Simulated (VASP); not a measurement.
Here is a VASP 6.6.1 calculation.

File INCAR:

```
SYSTEM = Al3BP2
ALGO     = Normal         ! electronic algorithm
EDIFF    = 1E-7           ! SCF threshold, eV
EDIFFG   = -0.04          ! ionic threshold
ENCUT    = 910            ! plane-wave cutoff, eV
GGA      = PE             ! functional
GGA_COMPAT= .False.      
IBRION   = 2              ! ionic algorithm
ISIF     = 3              ! what is computed and relaxed
ISMEAR   = 0              ! smearing method
LASPH    = .True.         ! aspherical terms in the spheres
LCHARG   = .False.        ! write CHGCAR
LREAL    = .False.        ! projectors in reciprocal space
LWAVE    = .False.        ! write WAVECAR
NELM     = 120            ! most SCF steps
NELMIN   = 4            
NSW      = 90             ! ionic steps
PREC     = Accurate       ! precision mode
SIGMA    = 0.1            ! smearing width, eV
```

File KPOINTS:

```
k-points
0
Gamma
  6 6 2
  0 0 0
```

POSCAR

```
Al3BP2
1.0
    4.8644328800      0.0000000000      0.0000000000
   -2.4322164400      4.2127224500      0.0000000000
    0.0000000000      0.0000000000      7.6014853300
Al B P
3 1 2
Direct
    0.5000000000      0.0000000000      0.5000000000
    0.0000000000      0.5000000000      0.5000000000
    0.5000000000      0.5000000000      0.5000000000
    0.0000000000      0.0000000000      0.5000000000
    0.3333333300      0.6666666700      0.5000000000
    0.6666666700      0.3333333300      0.5000000000
```

Potentials or basis: VASP PAW PBE potentials, release 64 (Al, B_h, P).

Run with:

```sh
$ cat potpaw_PBE.64/Al/POTCAR potpaw_PBE.64/B_h/POTCAR potpaw_PBE.64/P/POTCAR > POTCAR
$ mpirun -np 1 vasp_std > vasp.out
```

Task: What does it give for the relaxed cell?

Result: a = 7.723 Å, b = 7.723 Å, c = 7.597 Å, α = 90.00°, β = 90.00°, γ = 120.00°.

Task: What does it give for the space group after relaxing (to 0.1 Å)?

Result: P6/mmm (No. 191).

Task: Estimate the band gap on the k mesh.

Result: Zero (bands 11 and 12 overlap by 0.41 eV).

The path:
| step | energy change (eV) | largest force (eV/Å) | pressure (GPa) | volume (Å³) |
| --- | --- | --- | --- | --- |
| 1 | 0.0000 | 0.0000 | 168.02 | 155.77 |
| 2 | -71.6513 | 0.0000 | -1.01 | 1374.18 |
| 3 | -72.5042 | 0.0000 | -1.08 | 1285.24 |
| 4 | -73.3365 | 0.0000 | -1.15 | 1203.88 |
| 5 | -83.7967 | 0.0000 | -2.44 | 556.45 |
| 6 | -84.8481 | 0.0000 | 6.82 | 325.27 |
| 7 | -85.8391 | 0.0000 | -1.96 | 461.70 |
| 8 | -86.6049 | 0.0000 | 0.11 | 390.50 |
| 9 | -86.6031 | 0.0000 | -0.19 | 396.28 |
| 10 | -86.6062 | 0.0000 | -0.01 | 392.42 |

Caveat: the k points lie up to 0.41 Å⁻¹ apart in the final cell; the volume moved by over 15 % at a fixed basis, so the end points are rough.
